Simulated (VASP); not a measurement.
Wanted: the native input for a VASP 6.6.1 run.

```yaml
Task: single point
Functional: PBE
Potentials_or_basis: VASP PAW PBE potentials, release 64 (Lu, Pd, O)
Cutoff: 520 eV
k_mesh: 6 × 6 × 4
Occupations: gaussian, width 0.1 eV
Spin: collinear spin, ferromagnetic start
Starting_moments: "[0.0, 1.0, 0.0, 0.0] μB"
Dipole_correction: no
Further_INCAR_settings: ALGO = Normal; EDIFF = 1e-07; NBANDS = 36
```

The structure of LuPdO2 lies in POSCAR:

```
LuPdO2
1.0
    3.7597055493      0.0000000000      0.0000000000
   -1.8798527746      3.2560005164      0.0000000000
    0.0000000000      0.0000000000      5.4047969004
Lu Pd O
1 1 2
Direct
    0.0000000000      0.0000000000      0.0000000000
    0.0000000000      0.0000000000      0.5000000000
    0.3333333333      0.6666666667      0.5000000000
    0.6666666667      0.3333333333      0.5000000000
```

The input as run:

INCAR

```
SYSTEM = LuPdO2
PREC     = Accurate       ! precision mode
ENCUT    = 520            ! plane-wave cutoff, eV
EDIFF    = 1E-7           ! SCF threshold, eV
ISMEAR   = 0              ! smearing method
SIGMA    = 0.1            ! smearing width, eV
LREAL    = .False.        ! projectors in reciprocal space
LASPH    = .True.         ! aspherical terms in the spheres
NELM     = 150            ! most SCF steps
ALGO     = Normal         ! electronic algorithm
ISIF     = 2              ! what is computed and relaxed
LWAVE    = .False.        ! write WAVECAR
LCHARG   = .False.        ! write CHGCAR
ISPIN    = 2              ! spin polarisation
MAGMOM   = 0 1 0 0        ! initial moments
LORBIT   = 11             ! projections on sites
LMAXMIX  = 4              ! l up to which the mixer works
GGA      = PE             ! functional
NBANDS   = 36             ! bands
```

KPOINTS

```
regular mesh
0
Gamma
  6 6 4
  0 0 0
```

Potentials or basis: VASP PAW PBE potentials, release 64 (Lu, Pd, O).

The run is started by

```console
$ cat potpaw_PBE.64/Lu/POTCAR potpaw_PBE.64/Pd/POTCAR potpaw_PBE.64/O/POTCAR > POTCAR
$ mpirun -np 1 vasp_std > vasp.out
```

Results of the run:

```
Pressure                                              : 0.3 GPa
Net moment                                            : 0.00 μB per cell
Valence electrons inside the program's atomic spheres : Lu 22.99; Pd 9.41; O 4.83
```

Wall time 51 s on 1 thread of AMD EPYC 9R45 96-Core Processor (Zen 5), on a shared host, peak memory 0.23 GiB.
